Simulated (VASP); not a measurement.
# As (Im-3m) in VASP: a series of runs, part 2 of 2

VASP 6.6.1. Earlier steps stand in the parts before.

## 3. Relaxation of cell and atoms, PBE, non-collinear spin, zero start, spin-orbit coupling

This run uses another cell than the first one, of 19.10 Å³/atom.

The input, INCAR:

```
PREC = Accurate
ENCUT = 600
EDIFF = 1E-6
ISMEAR = -1
SIGMA = 0.05
LREAL = False
LASPH = True
NELM = 150
ALGO = Normal
ISIF = 3
LWAVE = False
LCHARG = False
MAGMOM = 0 0 0
LORBIT = 11
LSORBIT = True
GGA_COMPAT = False
LORBMOM = True
GGA = PE
IBRION = 2
NSW = 45
EDIFFG = -0.005
```

The input, KPOINTS:

```
regular mesh
0
Gamma
  17 17 17
```

The input, POSCAR:

```
As
1.0
   -1.6838922069      1.6838922069      1.6838922069
    1.6838922069     -1.6838922069      1.6838922069
    1.6838922069      1.6838922069     -1.6838922069
As
1
Direct
    0.0000000000      0.0000000000      0.0000000000
```

Potentials or basis: VASP PAW PBE potentials, release 64 (As).

Launch:

```sh
$ cat potpaw_PBE.64/As/POTCAR > POTCAR
$ mpirun -np 1 vasp_ncl > vasp.out
```

OUTCAR:

```text
PREC = Accurate
   ENCUT = 600
   EDIFF = 1E-6
   ISMEAR = -1
   LREAL = False
   LASPH = True
   NELM = 150
   ISIF = 3
   LORBIT = 11
   LSORBIT = True
   GGA = PE
   IBRION = 2
   NSW = 45
   EDIFFG = -0.005

 ion  position               nearest neighbor table
   1  0.000  0.000  0.000-

  LATTYP: Found a body centered cubic cell.
 ALAT       =     3.3677844138

  Lattice vectors:

 A1 = (  -1.6838922069,   1.6838922069,   1.6838922069)
 A2 = (   1.6838922069,  -1.6838922069,   1.6838922069)
 A3 = (   1.6838922069,   1.6838922069,  -1.6838922069)

Analysis of symmetry for initial positions (statically):
=====================================================================
 Subroutine PRICEL returns:
 Original cell was already a primitive cell.

 Routine SETGRP: Setting up the symmetry group for a
 body centered cubic supercell.

 Subroutine GETGRP returns: Found 48 space group operations
 (whereof 48 operations were pure point group operations)
 out of a pool of 48 trial point group operations.

The static configuration has the point symmetry O_h .

Analysis of symmetry for dynamics (positions and initial velocities):
=====================================================================
 Subroutine PRICEL returns:
 Original cell was already a primitive cell.

 Routine SETGRP: Setting up the symmetry group for a
 body centered cubic supercell.

 Subroutine GETGRP returns: Found 48 space group operations
 (whereof 48 operations were pure point group operations)
 out of a pool of 48 trial point group operations.

The dynamic configuration has the point symmetry O_h .

Analysis of structural, dynamic, and magnetic symmetry:
=====================================================================
 Subroutine PRICEL returns:
 Original cell was already a primitive cell.

 Routine SETGRP: Setting up the symmetry group for a
 body centered cubic supercell.

 Subroutine GETGRP returns: Found 48 space group operations
 (whereof 48 operations were pure point group operations)
 out of a pool of 48 trial point group operations.

The overall configuration has the point symmetry O_h .

 Subroutine INISYM returns: Found 48 space group operations
 (whereof 48 operations are pure point group operations),
 and found     1 'primitive' translations

----------------------------------------------------------------------------------------

                                     Primitive cell

  volume of cell :      19.0987

  direct lattice vectors                    reciprocal lattice vectors
    -1.683892207  1.683892207  1.683892207     0.000000000  0.296931121  0.296931121
     1.683892207 -1.683892207  1.683892207     0.296931121  0.000000000  0.296931121
     1.683892207  1.683892207 -1.683892207     0.296931121  0.296931121  0.000000000

  length of vectors
     2.916586857  2.916586857  2.916586857     0.419924018  0.419924018  0.419924018

  position of ions in fractional coordinates (direct lattice)
     0.000000000  0.000000000  0.000000000

  ion indices of the primitive-cell ions
   primitive index   ion index
                 1           1

----------------------------------------------------------------------------------------

[... 160 lines left out ...]
  ---------------------------------------------------
  ext. energy  EPLUGINS =         0.00000000
  ---------------------------------------------------
  free energy    TOTEN  =        -4.24314065 eV

  energy without entropy =       -4.23700877  energy(sigma->0) =       -4.24007471

 E-fermi :   6.4157     XC(G=0): -10.7530

 val. band max:        6.4058695440   @ k =  -0.3529   0.3529   0.2353
 cond. band min:       6.4270100134   @ k =   0.2353   0.1176   0.1176
 fundamental gap:      0.0211404694
 Fermi energy:         6.4156885385

 k-point     1 :       0.0000    0.0000    0.0000
  band No.  band energies     occupation
      1      -8.6036      1.00000
      2      -8.6036      1.00000
      3      11.8916      0.00000
      4      11.8916      0.00000
      5      12.4773      0.00000
      6      12.4773      0.00000
      7      12.4773      0.00000
      8      12.4773      0.00000
      9      19.4179      0.00000
     10      19.4179      0.00000
     11      19.4188      0.00000
     12      19.4205      0.00000
[... 331 lines left out ...]
 k-point    24 :       0.1765    0.1765    0.0000
  band No.  band energies     occupation
      1      -6.3473      1.00000
      2      -6.3473      1.00000
      3       5.0374      1.00000
      4       5.0374      1.00000
      5       7.5311      0.00000
      6       7.5311      0.00000
      7      10.4025      0.00000
      8      10.4025      0.00000
      9      16.4263      0.00000
     10      16.4263      0.00000
     11      17.7195      0.00000
     12      17.7195      0.00000

 [... further k-points ...]

------------------------ aborting loop because EDIFF is reached ----------------------------------------

  FORCE on cell =-STRESS in cart. coord.  units (eV):
  Direction    XX          YY          ZZ          XY          YZ          ZX
  --------------------------------------------------------------------------------------
  -------------------------------------------------------------------------------------
  Total       -0.0024972     -0.0024972     -0.0024972      0.0000000      0.0000000      0.0000000
  in kB       -0.2092454     -0.2092454     -0.2092454      0.0000000      0.0000000      0.0000000
  external PRESSURE =      -0.2092454 kB  Pullay stress =       0.0000000 kB

 VOLUME and BASIS-vectors are now :
 -----------------------------------------------------------------------------
  energy-cutoff  :      600.00
  volume of cell :       19.12
      direct lattice vectors                 reciprocal lattice vectors
    -1.684554411  1.684554411  1.684554411     0.000000000  0.296814396  0.296814396
     1.684554411 -1.684554411  1.684554411     0.296814396  0.000000000  0.296814396
     1.684554411  1.684554411 -1.684554411     0.296814396  0.296814396  0.000000000

 POSITION                                       TOTAL-FORCE (eV/Angst)
 -----------------------------------------------------------------------------------
     -1.68455      1.68455      1.68455         0.000000     -0.000000     -0.000000
 -----------------------------------------------------------------------------------
    total drift:                               -0.000000      0.000000      0.000000

  FREE ENERGIE OF THE ION-ELECTRON SYSTEM (eV)
  ---------------------------------------------------
  free  energy   TOTEN  =        -4.2431406494 eV

  energy  without entropy=       -4.2370087717  energy(sigma->0) =       -4.24007471

 reached required accuracy - stopping structural energy minimisation

 orbital moment (x)

 # of ion     p       d       tot
 ----------------------------------------
  1         0.000   0.000   0.000
 ----------------------------------------
            0.000   0.000   0.000

 orbital moment (y)

 # of ion     p       d       tot
 ----------------------------------------
  1         0.000  -0.000  -0.000
 ----------------------------------------
            0.000  -0.000  -0.000

 orbital moment (z)

 # of ion     p       d       tot
 ----------------------------------------
  1         0.000   0.000   0.000
 ----------------------------------------
            0.000   0.000   0.000

 Spin-Orbit-Coupling matrix elements

 Ion:    1  E_soc:     -0.0267996
 l=   1
     0.0000000    -0.0044524    -0.0044524
    -0.0044524     0.0000000    -0.0044524
    -0.0044524    -0.0044524     0.0000000
 l=   2
     0.0000000    -0.0000035     0.0000000    -0.0000035    -0.0000107
    -0.0000035     0.0000000    -0.0000081    -0.0000035    -0.0000027
     0.0000000    -0.0000081     0.0000000    -0.0000081     0.0000000
    -0.0000035    -0.0000035    -0.0000081     0.0000000    -0.0000027
    -0.0000107    -0.0000027     0.0000000    -0.0000027     0.0000000
 l=   3
     0.0000000     0.0000000     0.0000000     0.0000000     0.0000000     0.0000000     0.0000000
     0.0000000     0.0000000     0.0000000     0.0000000     0.0000000     0.0000000     0.0000000
     0.0000000     0.0000000     0.0000000     0.0000000     0.0000000     0.0000000     0.0000000
     0.0000000     0.0000000     0.0000000     0.0000000     0.0000000     0.0000000     0.0000000
     0.0000000     0.0000000     0.0000000     0.0000000     0.0000000     0.0000000     0.0000000
     0.0000000     0.0000000     0.0000000     0.0000000     0.0000000     0.0000000     0.0000000
     0.0000000     0.0000000     0.0000000     0.0000000     0.0000000     0.0000000     0.0000000

 total charge

# of ion       s       p       d       tot
------------------------------------------
    1        1.339   1.222   0.049   2.609

 magnetization (x)

# of ion       s       p       d       tot
------------------------------------------
    1       -0.000  -0.000   0.000   0.000

 magnetization (y)

# of ion       s       p       d       tot
------------------------------------------
    1        0.000  -0.000  -0.000  -0.000

 magnetization (z)

# of ion       s       p       d       tot
------------------------------------------
    1        0.000   0.000   0.000   0.000
```

CONTCAR:

```text
As
   1.00000000000000
    -1.6845544108205466    1.6845544108205466    1.6845544108205466
     1.6845544108205466   -1.6845544108205466    1.6845544108205466
     1.6845544108205466    1.6845544108205466   -1.6845544108205466
  As
     1
Direct
     1.0000000000000000    0.0000000000000000    0.0000000000000000

  0.00000000E+00  0.00000000E+00  0.00000000E+00
```

Wall time 65 s (1 thread of AMD EPYC 7R13 (Zen 3), shared host); peak memory 0.21 GiB.

What came out:

| Quantity | Value |
| --- | --- |
| Free energy | -4.2431 eV |
| Relaxed volume | 19.12 Å³/atom |
| Relaxed cell | a = 2.918 Å, b = 2.918 Å, c = 2.918 Å, α = 109.47°, β = 109.47°, γ = 109.47° |
| Space group after relaxing (to 0.1 Å) | Im-3m (No. 229) |
| Energy gained by relaxing | 0.0 meV/atom |
| Ionic steps | 2 |
| Pressure after relaxing | 0.0 GPa |
| Net moment | 0.00 μB per cell |
| Valence electrons inside the program's atomic spheres | As 2.61 |

Final structure:
```yaml
crystal:
  lattice:
    - [-1.68455, 1.68455, 1.68455]
    - [1.68455, -1.68455, 1.68455]
    - [1.68455, 1.68455, -1.68455]
  atoms:
    - { symbol: As, position: [0.00000, 0.00000, 0.00000] }
```

Moments on the atoms (μB; x, y, z):
```
As  0.00 0.00 0.00
```
